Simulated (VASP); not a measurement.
# CrO2 (P4_2/mnm) in VASP: a series of runs

Runs on CrO2. Level: PBEsol. Tasks: single point.

All numbers are computed with VASP 6.6.1; they aren't measurements. Logs are shortened: lines on timing, memory, paths and dates and some standing lists are left out, and cuts for length are marked.

## (1) The cell of the first run

The structure is tetragonal, space group P4_2/mnm (No. 136). The conventional cell has a = 4.380 Å, b = 4.380 Å, c = 2.882 Å, α = 90.00°, β = 90.00°, γ = 90.00°. Within 2.5 Å of Cr (site symmetry mmm) lie 6 O at 1.88 to 1.89 Å. O (site symmetry m2m) has 3 Cr at 1.88 to 1.89 Å and 1 O at 2.44 Å within 2.5 Å.

## (2) Single point, PBEsol, collinear spin, ferromagnetic start

Contents of INCAR:

```
ALGO     = Normal         # electronic algorithm
EDIFF    = 1E-6           # SCF threshold, eV
ENCUT    = 520            # plane-wave cutoff, eV
GGA      = PS             # functional
ISIF     = 2              # what is computed and relaxed
ISMEAR   = -1             # smearing method
ISPIN    = 2              # spin polarisation
LASPH    = T              # aspherical terms in the spheres
LCHARG   = F              # write CHGCAR
LMAXMIX  = 4              # l up to which the mixer works
LORBIT   = 11             # projections on sites
LREAL    = F              # projectors in reciprocal space
LWAVE    = F              # write WAVECAR
MAGMOM   = 3 3 0 0 0 0    # initial moments
NBANDS   = 37             # bands
NELM     = 150            # most SCF steps
PREC     = Accurate       # precision mode
SIGMA    = 0.05           # smearing width, eV
```

Contents of KPOINTS:

```
k-points
0
Gamma
  6 6 9
```

Contents of POSCAR:

```
CrO2
1.0
    4.3795697799      0.0000000000      0.0000000000
    0.0000000000      4.3795697799      0.0000000000
    0.0000000000      0.0000000000      2.8823964382
Cr O
2 4
Direct
    0.5000000000      0.5000000000      0.5000000000
    0.0000000000      0.0000000000      0.0000000000
    0.8031344427      0.1968655573      0.5000000000
    0.6968655573      0.6968655573      0.0000000000
    0.1968655573      0.8031344427      0.5000000000
    0.3031344427      0.3031344427      0.0000000000
```

Potentials or basis: VASP PAW PBE potentials, release 64 (Cr_pv, O).

Command:

```
$ cat potpaw_PBE.64/Cr_pv/POTCAR potpaw_PBE.64/O/POTCAR > POTCAR
$ mpirun -np 1 vasp_std > vasp.out
```

OUTCAR:

```text
EDIFF = 1E-6
   ENCUT = 520
   GGA = PS
   ISIF = 2
   ISMEAR = -1
   ISPIN = 2
   LASPH = T
   LORBIT = 11
   LREAL = F
   NELM = 150
   PREC = Accurate

 ion  position               nearest neighbor table
   1  0.500  0.500  0.500-   3 1.88   5 1.88   4 1.89   6 1.89   4 1.89   6 1.89
   2  0.000  0.000  0.000-   4 1.88   6 1.88   5 1.89   3 1.89   3 1.89   5 1.89
   3  0.803  0.197  0.500-   1 1.88   2 1.89   2 1.89
   4  0.697  0.697  0.000-   2 1.88   1 1.89   1 1.89
   5  0.197  0.803  0.500-   1 1.88   2 1.89   2 1.89
   6  0.303  0.303  0.000-   2 1.88   1 1.89   1 1.89

  LATTYP: Found a simple tetragonal cell.
 ALAT       =     4.3795697799
 C/A-ratio  =     0.6581460242

  Lattice vectors:

 A1 = (   4.3795697799,   0.0000000000,   0.0000000000)
 A2 = (   0.0000000000,   4.3795697799,   0.0000000000)
 A3 = (   0.0000000000,   0.0000000000,   2.8823964382)

Analysis of symmetry for initial positions (statically):
=====================================================================
 Subroutine PRICEL returns:
 Original cell was already a primitive cell.

 Routine SETGRP: Setting up the symmetry group for a
 simple tetragonal supercell.

 Subroutine GETGRP returns: Found 16 space group operations
 (whereof  8 operations were pure point group operations)
 out of a pool of 16 trial point group operations.

The static configuration has the point symmetry D_2h.
 The point group associated with its full space group is D_4h.

Analysis of symmetry for dynamics (positions and initial velocities):
=====================================================================
 Subroutine PRICEL returns:
 Original cell was already a primitive cell.

 Routine SETGRP: Setting up the symmetry group for a
 simple tetragonal supercell.

 Subroutine GETGRP returns: Found 16 space group operations
 (whereof  8 operations were pure point group operations)
 out of a pool of 16 trial point group operations.

The dynamic configuration has the point symmetry D_2h.
 The point group associated with its full space group is D_4h.

Analysis of structural, dynamic, and magnetic symmetry:
=====================================================================
 Subroutine PRICEL returns:
 Original cell was already a primitive cell.

 Routine SETGRP: Setting up the symmetry group for a
 simple tetragonal supercell.

 Subroutine GETGRP returns: Found 16 space group operations
 (whereof  8 operations were pure point group operations)
 out of a pool of 16 trial point group operations.

The overall configuration has the point symmetry D_2h.
 The point group associated with its full space group is D_4h.

 Subroutine INISYM returns: Found 16 space group operations
 (whereof  8 operations are pure point group operations),
 and found     1 'primitive' translations

----------------------------------------------------------------------------------------

                                     Primitive cell

  volume of cell :      55.2862

  direct lattice vectors                    reciprocal lattice vectors
     4.379569780  0.000000000  0.000000000     0.228332930  0.000000000  0.000000000
     0.000000000  4.379569780  0.000000000     0.000000000  0.228332930  0.000000000
     0.000000000  0.000000000  2.882396438     0.000000000  0.000000000  0.346933540

  length of vectors
     4.379569780  4.379569780  2.882396438     0.228332930  0.228332930  0.346933540

  position of ions in fractional coordinates (direct lattice)
     0.500000000  0.500000000  0.500000000
     0.000000000  0.000000000  0.000000000
     0.803134443  0.196865557  0.500000000
     0.696865557  0.696865557  0.000000000
     0.196865557  0.803134443  0.500000000
     0.303134443  0.303134443  0.000000000

  ion indices of the primitive-cell ions
   primitive index   ion index
                 1           1
                 2           2
                 3           3
                 4           4
                 5           5
                 6           6

----------------------------------------------------------------------------------------

 KPOINTS: k-points

Automatic generation of k-mesh.
 Grid dimensions read from file:
 generate k-points for:    6    6    9

 Generating k-lattice:

  Cartesian coordinates                     Fractional coordinates (reciprocal lattice)
     0.038055488  0.000000000  0.000000000     0.166666667  0.000000000  0.000000000
     0.000000000  0.038055488  0.000000000     0.000000000  0.166666667  0.000000000
     0.000000000  0.000000000  0.038548171     0.000000000  0.000000000  0.111111111

  Length of vectors
     0.038055488  0.038055488  0.038548171

  Shift w.r.t. Gamma in fractional coordinates (k-lattice)
     0.000000000  0.000000000  0.000000000

 Subroutine IBZKPT returns following result:
 ===========================================

 Found     50 irreducible k-points:

 Following reciprocal coordinates:
            Coordinates               Weight
  0.000000  0.000000  0.000000      1.000000
  0.166667  0.000000  0.000000      4.000000
  0.333333  0.000000  0.000000      4.000000
  0.500000  0.000000  0.000000      2.000000
  0.166667  0.166667  0.000000      4.000000
  0.333333  0.166667  0.000000      8.000000
[... 16 lines left out ...]
  0.333333  0.000000  0.222222      8.000000
  0.500000  0.000000  0.222222      4.000000
 [... further k-points ...]
   k-points           NKPTS =     50   k-points in BZ     NKDIM =     50   number of bands    NBANDS=     37
   number of dos      NEDOS =    301   number of ions     NIONS =      6
   total plane-waves  NPLWV =  31104
   dimension x,y,z NGX =    36 NGY =   36 NGZ =   24
   dimension x,y,z NGXF=    72 NGYF=   72 NGZF=   48
   ions per type =               2   4
   NGX,Y,Z   is equivalent  to a cutoff of  13.67, 13.67, 13.84 a.u.
   NGXF,Y,Z  is equivalent  to a cutoff of  27.33, 27.33, 27.68 a.u.
 SYSTEM =  unknown system
   PREC   = accura    normal or accurate (medium, high low for compatibility)
   ISTART =      0    job   : 0-new  1-cont  2-samecut
   ICHARG =      2    charge: 1-file 2-atom 10-const
   ISPIN  =      2    spin polarized calculation?
   LNONCOLLINEAR =      F non collinear calculations
   LSORBIT =      F    spin-orbit coupling
   LASPH  =      T    aspherical Exc in radial PAW
   ENCUT  =  520.0 eV  38.22 Ry    6.18 a.u.   8.14  8.14  5.36*2*pi/ulx,y,z
   NELM   =    150;   NELMIN=  2; NELMDL= -5     # of ELM steps
   EDIFF  = 0.1E-05   stopping-criterion for ELM
   LREAL  =      F    real-space projection
   EDIFFG = 0.1E-04   stopping-criterion for IOM
   NSW    =      0    number of steps for IOM
   IBRION =     -1    ionic relax: 0-MD 1-quasi-New 2-CG
   NFREE  =      0    steps in history (QN), initial steepest desc. (CG)
   ISIF   =      2    stress and relaxation
   ISYM   =      2    0-nonsym 1-usesym 2-fastsym
   POTIM  = 0.5000    time-step for ionic-motion
   TEBEG  =    0.0;   TEEND  =   0.0 temperature during run
   PSTRESS=    0.0 pullay stress
   NELECT =      48.0000    total number of electrons
   NUPDOWN=      -1.0000    fix difference up-down
   EMIN   =  10.00;   EMAX   =-10.00  energy-range for DOS
   EFERMI =   0.00;   METHOD = LEGACY
   ISMEAR =    -1;   SIGMA  =   0.05  broadening in eV -4-tet -1-fermi 0-gaus
   EFERMI_NEDOS =   21; number of points for ismear=-14 and -15
   IALGO  =     38    algorithm
   IMIX   =      4    mixing-type and parameters
     AMIX     =   0.40;   BMIX     =  1.00
     AMIX_MAG =   1.60;   BMIX_MAG =  1.00
  volume/ion in A,a.u.               =       9.21        62.18
  Fermi-wavevector in a.u.,A,eV,Ry     =   1.561767  2.951313 33.186210  2.439118
  Thomas-Fermi vector in A             =   2.664784
   LORBIT       =     11    0 simple, 1 ext, 2 COOP (PROOUT), +10 PAW based schemes
   GGA     = PS    functional components
   LHFCALC =     F    Hartree Fock is set to
   AEXX    =    0.0000 exact exchange contribution
   IVDW    =     0    specifies the selected vdW correction
   LEPSILON=     F    determine dielectric tensor
   LRPA    =     F    only Hartree local field effects (RPA)
 spin polarized calculation
  energy-cutoff  :      520.00
  volume of cell :       55.29
 maximum number of plane-waves:      1520
 NGX is ok and might be reduce to    36
   NGX = 17   NGY = 17   NGZ = 11

 number of electron      47.9999989 magnetization       3.9998692

 Free energy of the ion-electron system (eV)
  ---------------------------------------------------
  ext. energy  EPLUGINS =         0.00000000
  ---------------------------------------------------
  free energy    TOTEN  =       -53.04308766 eV

  energy without entropy =      -53.03137323  energy(sigma->0) =      -53.03723044

 E-fermi :   6.0309     XC(G=0): -12.3760

 val. band max:        6.0255705667   @ k =   0.3333   0.1667   0.2222
 cond. band min:       6.0524232966   @ k =   0.5000   0.5000   0.4444
 fundamental gap:      0.0268527300
 Fermi energy:         6.0309206133

 spin component 1

 k-point     1 :       0.0000    0.0000    0.0000
  band No.  band energies     occupation
      1     -38.8155      1.00000
      2     -38.8155      1.00000
      3     -38.6770      1.00000
      4     -38.6770      1.00000
      5     -38.6007      1.00000
      6     -38.5840      1.00000
[... 28 lines left out ...]
     35      13.5161      0.00000
     36      16.7334      0.00000

 k-point     2 :       0.1667    0.0000    0.0000
  band No.  band energies     occupation
      1     -38.8142      1.00000
      2     -38.8141      1.00000
      3     -38.6787      1.00000
      4     -38.6786      1.00000
      5     -38.5995      1.00000
      6     -38.5851      1.00000
[... 850 lines left out ...]
 k-point    24 :       0.5000    0.0000    0.2222
  band No.  band energies     occupation
      1     -38.8052      1.00000
      2     -38.8052      1.00000
      3     -38.6769      1.00000
      4     -38.6769      1.00000
      5     -38.6631      1.00000
      6     -38.6631      1.00000
[... 28 lines left out ...]
     35      16.8906      0.00000
     36      16.8906      0.00000

 [... further k-points ...]

 spin component 2

 k-point     1 :       0.0000    0.0000    0.0000
  band No.  band energies     occupation
      1     -36.8511      1.00000
      2     -36.8511      1.00000
      3     -36.5081      1.00000
      4     -36.5081      1.00000
      5     -36.3176      1.00000
      6     -36.2978      1.00000
[... 28 lines left out ...]
     35      13.8520      0.00000
     36      17.1542      0.00000

 k-point     2 :       0.1667    0.0000    0.0000
  band No.  band energies     occupation
      1     -36.8504      1.00000
      2     -36.8503      1.00000
      3     -36.5092      1.00000
      4     -36.5091      1.00000
      5     -36.3162      1.00000
      6     -36.2991      1.00000
[... 850 lines left out ...]
 k-point    24 :       0.5000    0.0000    0.2222
  band No.  band energies     occupation
      1     -36.8423      1.00000
      2     -36.8423      1.00000
      3     -36.4961      1.00000
      4     -36.4961      1.00000
      5     -36.3967      1.00000
      6     -36.3967      1.00000
[... 28 lines left out ...]
     35      17.0657      0.00000
     36      17.0657      0.00000

 [... further k-points ...]

 [bands above 36 left out]

------------------------ aborting loop because EDIFF is reached ----------------------------------------

  FORCE on cell =-STRESS in cart. coord.  units (eV):
  Direction    XX          YY          ZZ          XY          YZ          ZX
  --------------------------------------------------------------------------------------
  -------------------------------------------------------------------------------------
  Total        0.8442040      0.8442040      0.9330002     -0.0000000      0.0000000      0.0000000
  in kB       24.4647839     24.4647839     27.0380709     -0.0000000      0.0000000      0.0000000
  external PRESSURE =      25.3225462 kB  Pullay stress =       0.0000000 kB

 VOLUME and BASIS-vectors are now :
 -----------------------------------------------------------------------------
  energy-cutoff  :      520.00
  volume of cell :       55.29
      direct lattice vectors                 reciprocal lattice vectors
     4.379569780  0.000000000  0.000000000     0.228332930  0.000000000  0.000000000
     0.000000000  4.379569780  0.000000000     0.000000000  0.228332930  0.000000000
     0.000000000  0.000000000  2.882396438     0.000000000  0.000000000  0.346933540

 POSITION                                       TOTAL-FORCE (eV/Angst)
 -----------------------------------------------------------------------------------
      2.18978      2.18978      1.44120         0.000000     -0.000000     -0.000000
      0.00000      0.00000      0.00000         0.000000     -0.000000     -0.000000
      3.51738      0.86219      1.44120        -0.013922      0.013922     -0.000000
      3.05197      3.05197      0.00000         0.013922      0.013922     -0.000000
      0.86219      3.51738      1.44120         0.013922     -0.013922      0.000000
      1.32760      1.32760      0.00000        -0.013922     -0.013922      0.000000
 -----------------------------------------------------------------------------------
    total drift:                                0.000000      0.000000      0.000000

  FREE ENERGIE OF THE ION-ELECTRON SYSTEM (eV)
  ---------------------------------------------------
  free  energy   TOTEN  =       -53.0430876554 eV

  energy  without entropy=      -53.0313732308  energy(sigma->0) =      -53.03723044

 total charge

# of ion       s       p       d       tot
------------------------------------------
    1        0.375   6.504   4.089  10.968
    2        0.375   6.504   4.089  10.968
    3        1.568   3.462   0.000   5.030
    4        1.568   3.462   0.000   5.030
    5        1.568   3.462   0.000   5.030
    6        1.568   3.462   0.000   5.030
--------------------------------------------------
tot          7.020  26.857   8.178  42.056

 magnetization (x)

# of ion       s       p       d       tot
------------------------------------------
    1        0.021   0.033   2.004   2.058
    2        0.021   0.033   2.004   2.058
    3       -0.003  -0.057   0.000  -0.059
    4       -0.003  -0.057   0.000  -0.059
    5       -0.003  -0.057   0.000  -0.059
    6       -0.003  -0.057   0.000  -0.059
--------------------------------------------------
tot          0.030  -0.162   4.009   3.877
```

Wall time 2.6 min (1 thread of Intel Xeon Platinum 8375C at 2.90GHz (Ice Lake), shared host); peak memory 0.29 GiB.

Results:

```
Free energy                                           : -53.0431 eV
Pressure                                              : 2.5 GPa
Largest force                                         : 0.020 eV/Å
Band gap on the k mesh                                : zero (filled and empty bands overlap)
Net moment                                            : 4.00 μB per cell
Site moments                                          : Cr +2.06; O -0.06 μB
Valence electrons inside the program's atomic spheres : Cr 10.97; O 5.03
```

Forces in eV/Å, atoms in the order of the input:
```
Cr   0.000  0.000  0.000
Cr   0.000  0.000  0.000
O   -0.014  0.014  0.000
O    0.014  0.014  0.000
O    0.014 -0.014  0.000
O   -0.014 -0.014  0.000
```

Levels at points of the mesh, in eV from the Fermi level:
Spin up:
```tsv
k point	band 23	band 24	band 25	band 26	band 27	band 28	band 29	band 30
(0.00, 0.00, 0.00)	-1.37	-1.18	-1.18	-1.15	-0.70	1.17	1.24	3.87
(0.50, 0.00, 0.00)	-0.77	-0.77	-0.32	-0.32	0.34	0.34	3.41	3.41
(0.50, 0.50, 0.00)	-1.52	-1.52	-1.16	-1.16	0.91	0.91	2.85	2.85
```
Spin down:
```csv
k point,band 19,band 20,band 21,band 22,band 23,band 24,band 25,band 26
"(0.00, 0.00, 0.00)",-1.84,-1.48,-1.48,-1.02,0.74,0.79,1.03,1.03
"(0.50, 0.00, 0.00)",-3.06,-3.06,-1.87,-1.87,1.45,1.45,1.67,1.67
"(0.50, 0.50, 0.00)",-2.69,-2.69,-2.32,-2.32,0.77,0.77,1.05,1.05
```

Caveat: the PAW data sets were made with another functional, which shifts forces and pressure a little; semilocal functionals often make such compounds metallic where correlation or magnetic order opens a gap, which also shifts bond lengths; the run started ferromagnetic, and an antiferromagnetic order may lie lower in energy. With open d or f shells a metallic result of PBEsol can be an artefact of self-interaction; +U or a hybrid may open a gap.

(Part 1 of 2 ends here.)

The gap in the log of VASP goes by the Fermi energy; the results here count the filled bands.